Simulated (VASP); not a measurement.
# Ge5P (P-62m) in VASP: notebook

The runs below take Ge5P through single point, relaxation of cell and atoms, with PBE.

Program: VASP 6.6.1. These are calculated values, not measurements. Logs are shortened: lines on timing, memory, paths and dates and some standing lists are left out, and cuts for length are marked.

## 1. The cell of the first run

The structure is hexagonal, space group P-62m (No. 189). Conventional cell: a = 5.189 Å, b = 5.189 Å, c = 4.781 Å, α = 90.00°, β = 90.00°, γ = 120.00°. Within 3.8 Å of Ge (site symmetry m2m) lie 10 Ge at 2.92 to 3.03 Å and 2 P at 2.93 Å. Ge (site symmetry -6) has 9 Ge at 2.96 to 3.00 Å and 3 P at 3.00 Å within 3.9 Å. Within 3.9 Å of P (site symmetry -62m) lie 12 Ge at 2.93 to 3.00 Å.

## 2. Single point, PBE

INCAR reads:

```
PREC = Accurate ; ENCUT = 520
EDIFF = 1E-6 ; ISMEAR = 0
SIGMA = 0.1 ; LREAL = False
LASPH = True ; NELM = 80
ALGO = Normal ; ISIF = 2
LWAVE = False ; LCHARG = False
GGA = PE ; NBANDS = 46
```

KPOINTS reads:

```
regular mesh
0
Gamma
  6 6 4
```

POSCAR reads:

```
Ge5P
1.0
    5.1891736744      0.0000000000      0.0000000000
   -2.5945868372      4.4939562267      0.0000000000
    0.0000000000      0.0000000000      4.7810359442
Ge P
5 1
Direct
    0.6748148806      0.0000000000      0.0000000000
    0.0000000000      0.6748148806      0.0000000000
    0.3251851194      0.3251851194      0.0000000000
    0.3333333333      0.6666666667      0.5000000000
    0.6666666667      0.3333333333      0.5000000000
    0.0000000000      0.0000000000      0.5000000000
```

Potentials or basis: VASP PAW PBE potentials, release 64 (Ge_d, P).

Launch:

```
> cat potpaw_PBE.64/Ge_d/POTCAR potpaw_PBE.64/P/POTCAR > POTCAR
> mpirun -np 1 vasp_std > vasp.out
```

OUTCAR:

```text
PREC = Accurate
   ENCUT = 520
   EDIFF = 1E-6
   ISMEAR = 0
   LREAL = False
   LASPH = True
   NELM = 80
   ISIF = 2
   GGA = PE

 ion  position               nearest neighbor table
   1  0.675  0.000  0.000-   6 2.93   6 2.93
   2  0.000  0.675  0.000-   6 2.93   6 2.93
   3  0.325  0.325  0.000-   6 2.93   6 2.93
   4  0.333  0.667  0.500-
   5  0.667  0.333  0.500-
   6  0.000  0.000  0.500-   1 2.93   1 2.93   3 2.93   2 2.93   2 2.93   3 2.93

  LATTYP: Found a hexagonal cell.
 ALAT       =     5.1891736744
 C/A-ratio  =     0.9213482231

  Lattice vectors:

 A1 = (   5.1891736744,   0.0000000000,   0.0000000000)
 A2 = (  -2.5945868372,   4.4939562267,   0.0000000000)
 A3 = (   0.0000000000,   0.0000000000,   4.7810359442)

Analysis of symmetry for initial positions (statically):
=====================================================================
 Subroutine PRICEL returns:
 Original cell was already a primitive cell.

 Routine SETGRP: Setting up the symmetry group for a
 hexagonal supercell.

 Subroutine GETGRP returns: Found 12 space group operations
 (whereof 12 operations were pure point group operations)
 out of a pool of 24 trial point group operations.

The static configuration has the point symmetry D_3h.

Analysis of symmetry for dynamics (positions and initial velocities):
=====================================================================
 Subroutine PRICEL returns:
 Original cell was already a primitive cell.

 Routine SETGRP: Setting up the symmetry group for a
 hexagonal supercell.

 Subroutine GETGRP returns: Found 12 space group operations
 (whereof 12 operations were pure point group operations)
 out of a pool of 24 trial point group operations.

The dynamic configuration has the point symmetry D_3h.

 Subroutine INISYM returns: Found 12 space group operations
 (whereof 12 operations are pure point group operations),
 and found     1 'primitive' translations

----------------------------------------------------------------------------------------

                                     Primitive cell

  volume of cell :     111.4934

  direct lattice vectors                    reciprocal lattice vectors
     5.189173674  0.000000000  0.000000000     0.192708910  0.111260541  0.000000000
    -2.594586837  4.493956227  0.000000000     0.000000000  0.222521082  0.000000000
     0.000000000  0.000000000  4.781035944     0.000000000  0.000000000  0.209159691

  length of vectors
     5.189173674  5.189173674  4.781035944     0.222521082  0.222521082  0.209159691

  position of ions in fractional coordinates (direct lattice)
     0.674814881  0.000000000  0.000000000
     0.000000000  0.674814881  0.000000000
     0.325185119  0.325185119  0.000000000
     0.333333333  0.666666667  0.500000000
     0.666666667  0.333333333  0.500000000
     0.000000000  0.000000000  0.500000000

  ion indices of the primitive-cell ions
   primitive index   ion index
                 1           1
                 2           2
                 3           3
                 4           4
                 5           5
                 6           6

----------------------------------------------------------------------------------------

 KPOINTS: regular mesh

Automatic generation of k-mesh.
 Grid dimensions read from file:
 generate k-points for:    6    6    4

 Generating k-lattice:

  Cartesian coordinates                     Fractional coordinates (reciprocal lattice)
     0.032118152  0.018543423  0.000000000     0.166666667  0.000000000  0.000000000
     0.000000000  0.037086847  0.000000000     0.000000000  0.166666667  0.000000000
     0.000000000  0.000000000  0.052289923     0.000000000  0.000000000  0.250000000

  Length of vectors
     0.037086847  0.037086847  0.052289923

  Shift w.r.t. Gamma in fractional coordinates (k-lattice)
     0.000000000  0.000000000  0.000000000

 Subroutine IBZKPT returns following result:
 ===========================================

 Found     21 irreducible k-points:

 Following reciprocal coordinates:
            Coordinates               Weight
  0.000000  0.000000  0.000000      1.000000
  0.166667  0.000000  0.000000      6.000000
  0.333333  0.000000  0.000000      6.000000
  0.500000  0.000000  0.000000      3.000000
  0.166667  0.166667  0.000000      6.000000
  0.333333  0.166667  0.000000     12.000000
[... 13 lines left out ...]
  0.333333  0.166667  0.500000     12.000000
  0.333333  0.333333  0.500000      2.000000
   k-points           NKPTS =     21   k-points in BZ     NKDIM =     21   number of bands    NBANDS=     46
   number of dos      NEDOS =    301   number of ions     NIONS =      6
   total plane-waves  NPLWV =  57600
   dimension x,y,z NGX =    40 NGY =   40 NGZ =   36
   dimension x,y,z NGXF=    80 NGYF=   80 NGZF=   72
   ions per type =               5   1
   NGX,Y,Z   is equivalent  to a cutoff of  12.81, 12.81, 12.52 a.u.
   NGXF,Y,Z  is equivalent  to a cutoff of  25.63, 25.63, 25.04 a.u.
 SYSTEM =  unknown system
   PREC   = accura    normal or accurate (medium, high low for compatibility)
   ISTART =      0    job   : 0-new  1-cont  2-samecut
   ICHARG =      2    charge: 1-file 2-atom 10-const
   ISPIN  =      1    spin polarized calculation?
   LNONCOLLINEAR =      F non collinear calculations
   LSORBIT =      F    spin-orbit coupling
   LASPH  =      T    aspherical Exc in radial PAW
   ENCUT  =  520.0 eV  38.22 Ry    6.18 a.u.   9.65  9.65  8.89*2*pi/ulx,y,z
   NELM   =     80;   NELMIN=  2; NELMDL= -5     # of ELM steps
   EDIFF  = 0.1E-05   stopping-criterion for ELM
   LREAL  =      F    real-space projection
   EDIFFG = 0.1E-04   stopping-criterion for IOM
   NSW    =      0    number of steps for IOM
   IBRION =     -1    ionic relax: 0-MD 1-quasi-New 2-CG
   NFREE  =      0    steps in history (QN), initial steepest desc. (CG)
   ISIF   =      2    stress and relaxation
   ISYM   =      2    0-nonsym 1-usesym 2-fastsym
   POTIM  = 0.5000    time-step for ionic-motion
   TEBEG  =    0.0;   TEEND  =   0.0 temperature during run
   PSTRESS=    0.0 pullay stress
   NELECT =      75.0000    total number of electrons
   NUPDOWN=      -1.0000    fix difference up-down
   EMIN   =  10.00;   EMAX   =-10.00  energy-range for DOS
   EFERMI =   0.00;   METHOD = LEGACY
   ISMEAR =     0;   SIGMA  =   0.10  broadening in eV -4-tet -1-fermi 0-gaus
   EFERMI_NEDOS =   21; number of points for ismear=-14 and -15
   IALGO  =     38    algorithm
   IMIX   =      4    mixing-type and parameters
     AMIX     =   0.40;   BMIX     =  1.00
     AMIX_MAG =   1.60;   BMIX_MAG =  1.00
  volume/ion in A,a.u.               =      18.58       125.40
  Fermi-wavevector in a.u.,A,eV,Ry     =   1.434428  2.710677 27.995145  2.057585
  Thomas-Fermi vector in A             =   2.553838
   LORBIT       =      0    0 simple, 1 ext, 2 COOP (PROOUT), +10 PAW based schemes
   GGA     = PE    functional components
   LHFCALC =     F    Hartree Fock is set to
   AEXX    =    0.0000 exact exchange contribution
   IVDW    =     0    specifies the selected vdW correction
   LEPSILON=     F    determine dielectric tensor
   LRPA    =     F    only Hartree local field effects (RPA)
 non-spin polarized calculation
 Gauss-broadening in eV      SIGMA  =   0.10
  energy-cutoff  :      520.00
  volume of cell :      111.49
 maximum number of plane-waves:      3042
 NGX is ok and might be reduce to    40
   NGX = 19   NGY = 19   NGZ = 17

 number of electron      74.9999968 magnetization

 Free energy of the ion-electron system (eV)
  ---------------------------------------------------
  ext. energy  EPLUGINS =         0.00000000
  ---------------------------------------------------
  free energy    TOTEN  =       -25.49111257 eV

  energy without entropy =      -25.46331405  energy(sigma->0) =      -25.47721331

 E-fermi :   6.9387     XC(G=0): -11.2119

 val. band max:        6.9343193345   @ k =   0.3333   0.0000   0.2500
 cond. band min:       7.0361447987   @ k =   0.3333   0.3333   0.2500
 fundamental gap:      0.1018254642
 Fermi energy:         6.9387152925

 k-point     1 :       0.0000    0.0000    0.0000
  band No.  band energies     occupation
      1     -17.9514      2.00000
      2     -17.9404      2.00000
      3     -17.9404      2.00000
      4     -17.9396      2.00000
      5     -17.9396      2.00000
      6     -17.9215      2.00000
[... 38 lines left out ...]
     45      12.0571      0.00000
     46      12.0571      0.00000

 k-point     2 :       0.1667    0.0000    0.0000
  band No.  band energies     occupation
      1     -17.9480      2.00000
      2     -17.9412      2.00000
      3     -17.9408      2.00000
      4     -17.9392      2.00000
      5     -17.9385      2.00000
      6     -17.9305      2.00000
[... 38 lines left out ...]
     45      11.1480      0.00000
     46      11.8666      0.00000

 k-point     3 :       0.3333    0.0000    0.0000
  band No.  band energies     occupation
      1     -17.9662      2.00000
      2     -17.9444      2.00000
      3     -17.9429      2.00000
      4     -17.9409      2.00000
      5     -17.9375      2.00000
      6     -17.9327      2.00000
[... 38 lines left out ...]
     45      10.5474      0.00000
     46      11.8959      0.00000

 k-point     4 :       0.5000    0.0000    0.0000
  band No.  band energies     occupation
      1     -17.9773      2.00000
      2     -17.9458      2.00000
      3     -17.9451      2.00000
      4     -17.9408      2.00000
      5     -17.9342      2.00000
      6     -17.9275      2.00000
[... 773 lines left out ...]
     45      11.6463      0.00000
     46      12.0192      0.00000

 k-point    20 :       0.3333    0.1667    0.5000
  band No.  band energies     occupation
      1     -17.9688      2.00000
      2     -17.9587      2.00000
      3     -17.9545      2.00000
      4     -17.9430      2.00000
      5     -17.9323      2.00000
      6     -17.9239      2.00000
[... 38 lines left out ...]
     45      10.8329      0.00000
     46      11.1590      0.00000

 k-point    21 :       0.3333    0.3333    0.5000
  band No.  band energies     occupation
      1     -17.9688      2.00000
      2     -17.9647      2.00000
      3     -17.9647      2.00000
      4     -17.9363      2.00000
      5     -17.9363      2.00000
      6     -17.9264      2.00000
[... 38 lines left out ...]
     45      10.9519      0.00000
     46      11.4514      0.00000

------------------------ aborting loop because EDIFF is reached ----------------------------------------

  FORCE on cell =-STRESS in cart. coord.  units (eV):
  Direction    XX          YY          ZZ          XY          YZ          ZX
  --------------------------------------------------------------------------------------
  -------------------------------------------------------------------------------------
  Total        0.0288694      0.0288694     -0.2668263      0.0000000      0.0000000      0.0000000
  in kB        0.4148572      0.4148572     -3.8343366      0.0000000      0.0000000      0.0000000
  external PRESSURE =      -1.0015407 kB  Pullay stress =       0.0000000 kB

 VOLUME and BASIS-vectors are now :
 -----------------------------------------------------------------------------
  energy-cutoff  :      520.00
  volume of cell :      111.49
      direct lattice vectors                 reciprocal lattice vectors
     5.189173674  0.000000000  0.000000000     0.192708910  0.111260541  0.000000000
    -2.594586837  4.493956227  0.000000000     0.000000000  0.222521082  0.000000000
     0.000000000  0.000000000  4.781035944     0.000000000  0.000000000  0.209159691

 POSITION                                       TOTAL-FORCE (eV/Angst)
 -----------------------------------------------------------------------------------
      3.50173      0.00000      0.00000         0.037999     -0.000000      0.000000
     -1.75087      3.03259      0.00000        -0.019000      0.032908     -0.000000
      0.84372      1.46137      0.00000        -0.019000     -0.032908      0.000000
     -0.00000      2.99597      2.39052        -0.000000      0.000000     -0.000000
      2.59459      1.49799      2.39052        -0.000000      0.000000     -0.000000
      0.00000      0.00000      2.39052        -0.000000     -0.000000     -0.000000
 -----------------------------------------------------------------------------------
    total drift:                               -0.000000     -0.000000      0.000000

  FREE ENERGIE OF THE ION-ELECTRON SYSTEM (eV)
  ---------------------------------------------------
  free  energy   TOTEN  =       -25.4911125660 eV

  energy  without entropy=      -25.4633140491  energy(sigma->0) =      -25.47721331
```

It took 3 min on 1 thread of Oxide Virtual Turin-like, shared host; peak memory 0.23 GiB.

Results:

| Item | Value |
| --- | --- |
| Free energy | -25.4911 eV |
| Pressure | -0.1 GPa |
| Largest force | 0.038 eV/Å |

Forces on the atoms (eV/Å):
```
Ge   0.038  0.000  0.000
Ge  -0.019  0.033  0.000
Ge  -0.019 -0.033  0.000
Ge   0.000  0.000  0.000
Ge   0.000  0.000  0.000
P    0.000  0.000  0.000
```

## 3. Relaxation of cell and atoms, PBE

This run uses another cell than the first one, of 25.88 Å³/atom, 1.393 times its volume.

INCAR reads:

```
PREC = Accurate ; ENCUT = 600
EDIFF = 1E-7 ; ISMEAR = 0
SIGMA = 0.1 ; LREAL = F
LASPH = T ; NELM = 100
ALGO = Normal ; ISIF = 3
LWAVE = F ; LCHARG = F
GGA = PE ; IBRION = 2
NSW = 90 ; EDIFFG = -0.04
```

KPOINTS reads:

```
Automatic mesh
0
Gamma
  3 3 4
```

POSCAR reads:

```
Ge5P
1.0
    5.7585546500      0.0000000000      0.0000000000
   -2.8792773200      4.9870546100      0.0000000000
    0.0000000000      0.0000000000      5.4067585800
Ge P
5 1
Direct
    0.6825739700      0.0000000000      0.0000000000
    0.0000000000      0.6825739700      0.0000000000
    0.3174260300      0.3174260300      0.0000000000
    0.3333333300      0.6666666700      0.5000000000
    0.6666666700      0.3333333300      0.5000000000
    0.0000000000      0.0000000000      0.5000000000
```

Potentials or basis: VASP PAW PBE potentials, release 64 (Ge_d, P).

Launch:

```
> cat potpaw_PBE.64/Ge_d/POTCAR potpaw_PBE.64/P/POTCAR > POTCAR
> mpirun -np 1 vasp_std > vasp.out
```

Wall time 13 min (1 thread of Oxide Virtual Turin-like, shared host); peak memory 0.33 GiB.

The run converged. Its results:

- Free energy: -25.6891 eV
- Relaxed volume: 18.52 Å³/atom
- Relaxed cell: a = 5.068 Å, b = 5.068 Å, c = 4.994 Å, α = 90.00°, β = 90.00°, γ = 120.00°
- Space group after relaxing (to 0.05 Å): P-62m (No. 189)
- Energy gained by relaxing: 357.6 meV/atom
- Ionic steps: 8
- Pressure after relaxing: -0.1 GPa

Stress tensor (GPa, compression positive):
```
-0.16  0.00  0.00
 0.00 -0.16  0.00
 0.00  0.00 -0.08
```

The path:
| step | energy change (eV) | largest force (eV/Å) | pressure (GPa) | volume (Å³) |
| --- | --- | --- | --- | --- |
| 1 | 0.0000 | 0.0223 | -11.00 | 155.27 |
| 2 | -2.0071 | 0.3592 | -3.71 | 118.63 |
| 3 | -2.1040 | 0.4399 | -0.54 | 112.03 |
| 4 | -2.1060 | 0.4546 | 0.07 | 110.95 |
| 5 | -2.1309 | 0.2677 | 0.14 | 110.69 |
| 6 | -2.1448 | 0.0005 | 0.33 | 110.29 |
| 7 | -2.1448 | 0.0080 | 0.32 | 110.30 |
| 8 | -2.1453 | 0.0017 | -0.14 | 111.10 |

Final structure:
```
CELL_PARAMETERS angstrom
5.06848 0.00000 0.00000
-2.53424 4.38943 0.00000
0.00000 0.00000 4.99359
ATOMIC_POSITIONS crystal
Ge 0.67078 0.00000 0.00000
Ge 0.00000 0.67078 0.00000
Ge 0.32922 0.32922 0.00000
Ge 0.33333 0.66667 0.50000
Ge 0.66667 0.33333 0.50000
P 0.00000 0.00000 0.50000
```

Levels at points of the mesh, in eV from the Fermi level:
```tsv
k point	band 34	band 35	band 36	band 37	band 38	band 39	band 40	band 41	band 42	band 43
(0.00, 0.00, 0.00)	-4.11	-1.29	-1.22	-1.22	-0.56	-0.24	0.02	0.02	0.96	0.96
(0.00, 0.00, 0.50)	-3.84	-3.40	-2.75	-2.75	-2.51	-2.51	-0.12	0.29	4.12	5.19
```

Caveat: the k points lie up to 0.48 Å⁻¹ apart in the final cell; the volume moved by over 15 % at a fixed basis, so the end points are rough.

(Part 1 of 2 ends here.)
